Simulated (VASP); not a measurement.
# Li (P6_3/mmc) in VASP: a series of runs

Runs on Li. Level: PBE. Tasks: relaxation of shape and atoms at fixed volume, relaxation of cell and atoms.

Program: VASP 6.6.1. These are calculated values, not measurements. Logs are shortened: lines on timing, memory, paths and dates and some standing lists are left out, and cuts for length are marked.

### Step 1. The cell of the first run

Symmetry: P6_3/mmc, No. 194, hexagonal system. Conventional cell: a = 2.551 Å, b = 2.551 Å, c = 4.170 Å, α = 90.00°, β = 90.00°, γ = 120.00°. Li (site symmetry -6m2) has 12 Li at 2.55 Å within 3.4 Å.

### Step 2. Relaxation of shape and atoms at fixed volume, PBE

Contents of INCAR:

```
PREC     = Accurate       # precision mode
ENCUT    = 600            # plane-wave cutoff, eV
EDIFF    = 1E-6           # SCF threshold, eV
ISMEAR   = -1             # smearing method
SIGMA    = 0.1            # smearing width, eV
LREAL    = F              # projectors in reciprocal space
LASPH    = T              # aspherical terms in the spheres
NELM     = 80             # most SCF steps
ALGO     = Normal         # electronic algorithm
ISIF     = 4              # what is computed and relaxed
LWAVE    = F              # write WAVECAR
LCHARG   = F              # write CHGCAR
GGA      = PE             # functional
IBRION   = 2              # ionic algorithm
NSW      = 50             # ionic steps
EDIFFG   = -0.005         # ionic threshold
```

Contents of KPOINTS:

```
Automatic mesh
0
Gamma
  14 14 8
```

Contents of POSCAR:

```
Li
1.0
    2.5506521898      0.0000000000      0.0000000000
   -1.2753260949      2.2089295926      0.0000000000
    0.0000000000      0.0000000000      4.1695558736
Li
2
Direct
    0.3333333333      0.6666666667      0.2500000000
    0.6666666667      0.3333333333      0.7500000000
```

Potentials or basis: VASP PAW PBE potentials, release 64 (Li_sv).

Launch:

```
$ cat potpaw_PBE.64/Li_sv/POTCAR > POTCAR
$ mpirun -np 1 vasp_std > vasp.out
```

OUTCAR:

```text
PREC = Accurate
   ENCUT = 600
   EDIFF = 1E-6
   ISMEAR = -1
   LREAL = F
   LASPH = T
   NELM = 80
   ISIF = 4
   GGA = PE
   IBRION = 2
   NSW = 50
   EDIFFG = -0.005

 ion  position               nearest neighbor table
   1  0.333  0.667  0.250-   2 2.55   2 2.55   2 2.55   2 2.55   2 2.55   2 2.55
   2  0.667  0.333  0.750-   1 2.55   1 2.55   1 2.55   1 2.55   1 2.55   1 2.55

  LATTYP: Found a hexagonal cell.
 ALAT       =     2.5506521898
 C/A-ratio  =     1.6347018579

  Lattice vectors:

 A1 = (   2.5506521898,   0.0000000000,   0.0000000000)
 A2 = (  -1.2753260949,   2.2089295926,   0.0000000000)
 A3 = (   0.0000000000,   0.0000000000,   4.1695558736)

Analysis of symmetry for initial positions (statically):
=====================================================================
 Subroutine PRICEL returns:
 Original cell was already a primitive cell.

 Routine SETGRP: Setting up the symmetry group for a
 hexagonal supercell.

 Subroutine GETGRP returns: Found 24 space group operations
 (whereof 12 operations were pure point group operations)
 out of a pool of 24 trial point group operations.

The static configuration has the point symmetry D_3d.
 The point group associated with its full space group is D_6h.

Analysis of symmetry for dynamics (positions and initial velocities):
=====================================================================
 Subroutine PRICEL returns:
 Original cell was already a primitive cell.

 Routine SETGRP: Setting up the symmetry group for a
 hexagonal supercell.

 Subroutine GETGRP returns: Found 24 space group operations
 (whereof 12 operations were pure point group operations)
 out of a pool of 24 trial point group operations.

The dynamic configuration has the point symmetry D_3d.
 The point group associated with its full space group is D_6h.

 Subroutine INISYM returns: Found 24 space group operations
 (whereof 12 operations are pure point group operations),
 and found     1 'primitive' translations

----------------------------------------------------------------------------------------

                                     Primitive cell

  volume of cell :      23.4922

  direct lattice vectors                    reciprocal lattice vectors
     2.550652190  0.000000000  0.000000000     0.392056590  0.226353978  0.000000000
    -1.275326095  2.208929593  0.000000000     0.000000000  0.452707956  0.000000000
     0.000000000  0.000000000  4.169555874     0.000000000  0.000000000  0.239833697

  length of vectors
     2.550652190  2.550652190  4.169555874     0.452707956  0.452707956  0.239833697

  position of ions in fractional coordinates (direct lattice)
     0.333333333  0.666666667  0.250000000
     0.666666667  0.333333333  0.750000000

  ion indices of the primitive-cell ions
   primitive index   ion index
                 1           1
                 2           2

----------------------------------------------------------------------------------------

 KPOINTS: Automatic mesh

Automatic generation of k-mesh.
 Grid dimensions read from file:
 generate k-points for:   14   14    8

 Generating k-lattice:

  Cartesian coordinates                     Fractional coordinates (reciprocal lattice)
     0.028004042  0.016168141  0.000000000     0.071428571  0.000000000  0.000000000
     0.000000000  0.032336283  0.000000000     0.000000000  0.071428571  0.000000000
     0.000000000  0.000000000  0.029979212     0.000000000  0.000000000  0.125000000

  Length of vectors
     0.032336283  0.032336283  0.029979212

  Shift w.r.t. Gamma in fractional coordinates (k-lattice)
     0.000000000  0.000000000  0.000000000

 Subroutine IBZKPT returns following result:
 ===========================================

 Found    120 irreducible k-points:

 Following reciprocal coordinates:
            Coordinates               Weight
  0.000000  0.000000  0.000000      1.000000
  0.071429  0.000000  0.000000      6.000000
  0.142857 -0.000000  0.000000      6.000000
  0.214286  0.000000  0.000000      6.000000
  0.285714 -0.000000  0.000000      6.000000
  0.357143 -0.000000  0.000000      6.000000
[... 16 lines left out ...]
  0.285714  0.285714  0.000000      6.000000
  0.357143  0.285714  0.000000      6.000000
 [... further k-points ...]
   k-points           NKPTS =    120   k-points in BZ     NKDIM =    120   number of bands    NBANDS=      7
   number of dos      NEDOS =    301   number of ions     NIONS =      2
   total plane-waves  NPLWV =  14400
   dimension x,y,z NGX =    20 NGY =   20 NGZ =   36
   dimension x,y,z NGXF=    40 NGYF=   40 NGZF=   72
   ions per type =               2
   NGX,Y,Z   is equivalent  to a cutoff of  13.04, 13.04, 14.35 a.u.
   NGXF,Y,Z  is equivalent  to a cutoff of  26.07, 26.07, 28.71 a.u.
 SYSTEM =  unknown system
   PREC   = accura    normal or accurate (medium, high low for compatibility)
   ISTART =      0    job   : 0-new  1-cont  2-samecut
   ICHARG =      2    charge: 1-file 2-atom 10-const
   ISPIN  =      1    spin polarized calculation?
   LNONCOLLINEAR =      F non collinear calculations
   LSORBIT =      F    spin-orbit coupling
   LASPH  =      T    aspherical Exc in radial PAW
   ENCUT  =  600.0 eV  44.10 Ry    6.64 a.u.   5.09  5.09  8.33*2*pi/ulx,y,z
   NELM   =     80;   NELMIN=  2; NELMDL= -5     # of ELM steps
   EDIFF  = 0.1E-05   stopping-criterion for ELM
   LREAL  =      F    real-space projection
   EDIFFG = -.5E-02   stopping-criterion for IOM
   NSW    =     50    number of steps for IOM
   IBRION =      2    ionic relax: 0-MD 1-quasi-New 2-CG
   NFREE  =      1    steps in history (QN), initial steepest desc. (CG)
   ISIF   =      4    stress and relaxation
   ISYM   =      2    0-nonsym 1-usesym 2-fastsym
   POTIM  = 0.5000    time-step for ionic-motion
   TEBEG  =    0.0;   TEEND  =   0.0 temperature during run
   PSTRESS=    0.0 pullay stress
   NELECT =       6.0000    total number of electrons
   NUPDOWN=      -1.0000    fix difference up-down
   EMIN   =  10.00;   EMAX   =-10.00  energy-range for DOS
   EFERMI =   0.00;   METHOD = LEGACY
   ISMEAR =    -1;   SIGMA  =   0.10  broadening in eV -4-tet -1-fermi 0-gaus
   EFERMI_NEDOS =   21; number of points for ismear=-14 and -15
   IALGO  =     38    algorithm
   IMIX   =      4    mixing-type and parameters
     AMIX     =   0.40;   BMIX     =  1.00
     AMIX_MAG =   1.60;   BMIX_MAG =  1.00
  volume/ion in A,a.u.               =      11.75        79.27
  Fermi-wavevector in a.u.,A,eV,Ry     =   1.038686  1.962832 14.678898  1.078869
  Thomas-Fermi vector in A             =   2.173182
   LORBIT       =      0    0 simple, 1 ext, 2 COOP (PROOUT), +10 PAW based schemes
   GGA     = PE    functional components
   LHFCALC =     F    Hartree Fock is set to
   AEXX    =    0.0000 exact exchange contribution
   IVDW    =     0    specifies the selected vdW correction
   LEPSILON=     F    determine dielectric tensor
   LRPA    =     F    only Hartree local field effects (RPA)
 conjugate gradient relaxation of ions
 non-spin polarized calculation
  energy-cutoff  :      600.00
  volume of cell :       23.49
 maximum number of plane-waves:       801
   NGX = 11   NGY = 11   NGZ = 17

--------------------------------------- Ionic step        1  -------------------------------------------

 number of electron       6.0000014 magnetization

 Free energy of the ion-electron system (eV)
  ---------------------------------------------------
  ext. energy  EPLUGINS =         0.00000000
  ---------------------------------------------------
  free energy    TOTEN  =        -3.15983589 eV

  energy without entropy =       -3.13386477  energy(sigma->0) =       -3.14685033

------------------------ aborting loop because EDIFF is reached ----------------------------------------

  FORCE on cell =-STRESS in cart. coord.  units (eV):
  Direction    XX          YY          ZZ          XY          YZ          ZX
  --------------------------------------------------------------------------------------
  -------------------------------------------------------------------------------------
  Total        2.7063804      2.7063804      2.7251213      0.0000000      0.0000000      0.0000000
  in kB      184.5765469    184.5765469    185.8546800      0.0000000      0.0000000      0.0000000
  external PRESSURE =     185.0025913 kB  Pullay stress =       0.0000000 kB

 VOLUME and BASIS-vectors are now :
 -----------------------------------------------------------------------------
  energy-cutoff  :      600.00
  volume of cell :       23.49
      direct lattice vectors                 reciprocal lattice vectors
     2.550652190  0.000000000  0.000000000     0.392056590  0.226353978  0.000000000
    -1.275326095  2.208929593  0.000000000     0.000000000  0.452707956  0.000000000
     0.000000000  0.000000000  4.169555874     0.000000000  0.000000000  0.239833697

 POSITION                                       TOTAL-FORCE (eV/Angst)
 -----------------------------------------------------------------------------------
     -0.00000      1.47262      1.04239        -0.000000     -0.000000      0.000000
      1.27533      0.73631      3.12717         0.000000      0.000000      0.000000
 -----------------------------------------------------------------------------------
    total drift:                               -0.000000      0.000000      0.000000

  FREE ENERGIE OF THE ION-ELECTRON SYSTEM (eV)
  ---------------------------------------------------
  free  energy   TOTEN  =        -3.1598358930 eV

  energy  without entropy=       -3.1338647685  energy(sigma->0) =       -3.14685033

--------------------------------------- Ionic step        2  -------------------------------------------

 number of electron       6.0000014 magnetization

 Free energy of the ion-electron system (eV)
  ---------------------------------------------------
  ext. energy  EPLUGINS =         0.00000000
  ---------------------------------------------------
  free energy    TOTEN  =        -3.15984135 eV

  energy without entropy =       -3.13386052  energy(sigma->0) =       -3.14685094

 E-fermi :   2.5483     XC(G=0):  -8.5202

 val. band max:        2.4879423702   @ k =   0.4286   0.0714   0.2500
 cond. band min:       2.5503932137   @ k =   0.5000  -0.0000   0.2500
 fundamental gap:      0.0624508435
 Fermi energy:         2.5483418552

 k-point     1 :       0.0000    0.0000    0.0000
  band No.  band energies     occupation
      1     -43.2403      2.00000
      2     -43.1078      2.00000
      3      -1.5158      2.00000
      4       2.2254      1.92383
      5       7.8268      0.00000
      6      20.7369      0.00000
      7      20.7369      0.00000

 k-point     2 :       0.0714    0.0000    0.0000
  band No.  band energies     occupation
      1     -43.2343      2.00000
      2     -43.1049      2.00000
      3      -1.4256      2.00000
      4       2.3804      1.68559
      5       7.8030      0.00000
      6      19.4420      0.00000
      7      19.7684      0.00000

 k-point     3 :       0.1429   -0.0000    0.0000
  band No.  band energies     occupation
      1     -43.2177      2.00000
      2     -43.0975      2.00000
      3      -1.1555      2.00000
      4       2.8451      0.09781
      5       7.7236      0.00000
      6      17.0227      0.00000
      7      18.3389      0.00000
[... 191 lines left out ...]
 k-point    23 :       0.2857    0.2857    0.0000
  band No.  band energies     occupation
      1     -43.0910      2.00000
      2     -43.0676      2.00000
      3       3.0465      0.01363
      4       6.5104      0.00000
      5       6.6420      0.00000
      6       9.5184      0.00000
      7      11.7023      0.00000

 k-point    24 :       0.3571    0.2857    0.0000
  band No.  band energies     occupation
      1     -43.0816      2.00000
      2     -43.0715      2.00000
      3       3.8442      0.00000
      4       5.5531      0.00000
      5       6.5664      0.00000
      6      10.9618      0.00000
      7      11.4771      0.00000

 [... further k-points ...]
[... 5 lines left out ...]
  --------------------------------------------------------------------------------------
  -------------------------------------------------------------------------------------
  Total        2.7078516      2.7078516      2.7224836      0.0000000     -0.0000000      0.0000000
  in kB      184.6768817    184.6768817    185.6747918      0.0000000     -0.0000000      0.0000000
  external PRESSURE =     185.0095184 kB  Pullay stress =       0.0000000 kB

 VOLUME and BASIS-vectors are now :
 -----------------------------------------------------------------------------
  energy-cutoff  :      600.00
  volume of cell :       23.49
      direct lattice vectors                 reciprocal lattice vectors
     2.550267904  0.000000000  0.000000000     0.392115667  0.226388086 -0.000000000
    -1.275133952  2.208596791 -0.000000000     0.000000000  0.452776172 -0.000000000
     0.000000000  0.000000000  4.170812543    -0.000000000 -0.000000000  0.239761435

 POSITION                                       TOTAL-FORCE (eV/Angst)
 -----------------------------------------------------------------------------------
     -0.00000      1.47240      1.04270        -0.000000      0.000000      0.000000
      1.27513      0.73620      3.12811         0.000000     -0.000000     -0.000000
 -----------------------------------------------------------------------------------
    total drift:                               -0.000000      0.000000      0.000000

  FREE ENERGIE OF THE ION-ELECTRON SYSTEM (eV)
  ---------------------------------------------------
  free  energy   TOTEN  =        -3.1598413526 eV

  energy  without entropy=       -3.1338605202  energy(sigma->0) =       -3.14685094

 reached required accuracy - stopping structural energy minimisation
```

Run time: 8.8 s. Hardware: 1 thread of Intel Xeon 6975P-C (Granite Rapids), shared host; peak memory 0.14 GiB.

What came out:

```yaml
Free_energy: -3.1598 eV
Energy_gained_by_relaxing: 0.0 meV/atom
Ionic_steps: 2
Pressure_after_relaxing: 18.5 GPa
Band_gap_on_the_k_mesh: zero (band 3 reaches 5.07 eV, above the bottom of band 4 at -0.28 eV)
```

Stress tensor (GPa, compression positive):
```
18.47  0.00  0.00
 0.00 18.47  0.00
 0.00  0.00 18.57
```

Final structure:
```xyz
2
Lattice="2.5503 0.0000 0.0000 -1.2751 2.2086 0.0000 0.0000 0.0000 4.1708" Properties=species:S:1:pos:R:3 pbc="T T T"
Li    0.0000    1.4724    1.0427
Li    1.2751    0.7362    3.1281
```

Caveat: the cutoff is under 1.25 times the usual one of these potentials, so pressure, stress and relaxed cells hold a basis-set (Pulay) error.

### Step 3. Relaxation of shape and atoms at fixed volume, PBE

This run uses another cell than the first one, of 13.77 Å³/atom, 1.172 times its volume.

Contents of INCAR:

```
SYSTEM = Li
ALGO = Normal
EDIFF = 1E-6
EDIFFG = -0.005
ENCUT = 600
GGA = PE
IBRION = 2
ISIF = 4
ISMEAR = -1
LASPH = .TRUE.
LCHARG = .FALSE.
LREAL = .FALSE.
LWAVE = .FALSE.
NELM = 80
NSW = 50
PREC = Accurate
SIGMA = 0.1
```

Contents of KPOINTS:

```
k-points
0
G
  14 14 8
  0 0 0
```

Contents of POSCAR:

```
Li
1.0
    2.6895412823      0.0000000000      0.0000000000
   -1.3447706411      2.3292110750      0.0000000000
    0.0000000000      0.0000000000      4.3965981312
Li
2
Direct
    0.3333333333      0.6666666667      0.2500000000
    0.6666666667      0.3333333333      0.7500000000
```

Potentials or basis: VASP PAW PBE potentials, release 64 (Li_sv).

Launch:

```
$ cat potpaw_PBE.64/Li_sv/POTCAR > POTCAR
$ mpirun -np 1 vasp_std > vasp.out
```

Wall time 11 s (1 thread of Intel Xeon 6975P-C (Granite Rapids), shared host); peak memory 0.15 GiB.

It converged, with:

- Free energy: -3.5166 eV
- Pressure after relaxing: 9.9 GPa
- Band gap on the k mesh: zero (band 3 reaches 4.22 eV, above the bottom of band 4 at -0.86 eV)

Stress tensor (GPa, compression positive):
```
9.91 0.00 0.00
0.00 9.91 0.00
0.00 0.00 9.98
```

Final structure:
```
Li
1.0
     2.68954    0.00000    0.00000
    -1.34477    2.32921    0.00000
     0.00000    0.00000    4.39660
Li
2
Cartesian
  0.0000 1.5528 1.0991
  1.3448 0.7764 3.2974
```

Levels at points of the mesh, in eV from the Fermi level:
| k point | band 1 | band 2 | band 3 | band 4 | band 5 | band 6 | band 7 |
| --- | --- | --- | --- | --- | --- | --- | --- |
| (0.00, 0.00, 0.00) | -45.94 | -45.86 | -3.97 | -0.21 | 4.47 | 16.31 | 16.31 |
| (0.50, 0.00, 0.00) | -45.86 | -45.84 | -0.20 | 1.58 | 5.96 | 7.32 | 8.55 |
| (0.00, 0.00, 0.50) | -45.90 | -45.90 | -2.74 | -2.74 | 10.47 | 10.47 | 17.54 |
| (0.50, 0.00, 0.50) | -45.85 | -45.85 | 0.73 | 0.73 | 4.99 | 4.99 | 12.76 |

Caveat: the cutoff is under 1.25 times the usual one of these potentials, so pressure, stress and relaxed cells hold a basis-set (Pulay) error; the relaxation stopped at its first step, so nothing moved.

(Part 1 of 2 ends here.)
